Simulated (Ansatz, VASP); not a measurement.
One calculation of SrO, two programs

```xyz
2
Lattice="0.0000 2.6983 2.4413 2.6983 0.0000 2.4413 2.6983 2.6983 0.0000" Properties=species:S:1:pos:R:3 pbc="T T T"
Sr    0.0000    0.0000    0.0000
O     2.6983    2.6983    2.4413
```

Change from the starting cell: strain +0.050 along x and y, -0.050 along z, atoms carried along.

Alike in both runs: task single point; functional PBE; k mesh 8 × 8 × 8; occupations gaussian, width 0.05 eV; no spin polarisation.

|  | VASP | Ansatz |
| --- | --- | --- |
| version | VASP 6.6.1 | Ansatz 0.2.0 |
| potentials or method | VASP PAW PBE potentials, release 64 (Sr_sv, O), cutoff 520 eV | scalar-relativistic, plane waves, PAW |
| valence electrons in the cell | 16 | 16 |

|  | VASP | Ansatz | Ansatz less VASP |
| --- | --- | --- | --- |
| gap on the k mesh at the Fermi level (eV) | 2.79 | 2.84 | +0.052 |
| least direct gap on the mesh (eV) | 3.11 | 3.14 | +0.026 |
| pressure (GPa) | 1.3 | 0.8 | -0.56 |
| traceless stress, the component that is largest in VASP (GPa) | 9.24 | 8.72 | -0.519 |

The functional is the same, so the differences come from potentials, cutoffs and numerics.
